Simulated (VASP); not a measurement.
Wanted: the native input for a VASP 6.6.1 run.

```yaml
Task: single point
Functional: revPBE
Potentials_or_basis: VASP PAW PBE potentials, release 64 (Ba_sv, F)
Cutoff: 600 eV
k_mesh: 6 × 6 × 6
Occupations: gaussian, width 0.05 eV
Spin: no spin polarisation
Dipole_correction: no
Further_INCAR_settings: ALGO = Normal; EDIFF = 1e-06; NBANDS = 19
```

The structure of BaF2 lies in POSCAR:

```
BaF2
1.0
    0.0000000000      3.1224536471      3.1224536471
    3.1224536471      0.0000000000      3.1224536471
    3.1224536471      3.1224536471      0.0000000000
Ba F
1 2
Direct
    0.0000000000      0.0000000000      0.0000000000
    0.2500000000      0.2500000000      0.2500000000
    0.7500000000      0.7500000000      0.7500000000
```

This cell differs from its parent crystal: volume scaled by 0.96.

These files were run (other wordings do the same):

INCAR

```
PREC = Accurate ; ENCUT = 600
EDIFF = 1E-6 ; ISMEAR = 0
SIGMA = 0.05 ; LREAL = F
LASPH = T ; NELM = 120
ALGO = Normal ; ISIF = 2
LWAVE = F ; LCHARG = F
GGA = RE ; NBANDS = 19
GGA_COMPAT = F
```

KPOINTS

```
Automatic mesh
0
Gamma
  6 6 6
```

Potentials or basis: VASP PAW PBE potentials, release 64 (Ba_sv, F).

Run with:

```sh
$ cat potpaw_PBE.64/Ba_sv/POTCAR potpaw_PBE.64/F/POTCAR > POTCAR
$ mpirun -np 1 vasp_std > vasp.out
```

Results of the run:

```json
{
  "Pressure": "3.0 GPa",
  "Band gap on the k mesh": "6.97 eV, indirect (least direct gap 7.03 eV)"
}
```

Caveat: the PAW data sets were made with another functional, which shifts forces and pressure a little; spin-orbit coupling is left out, which moves the levels of the heavy elements.

Run time: 42 s on 1 thread of Intel Xeon 8259CL, with other jobs on the host, peak memory 0.21 GiB.
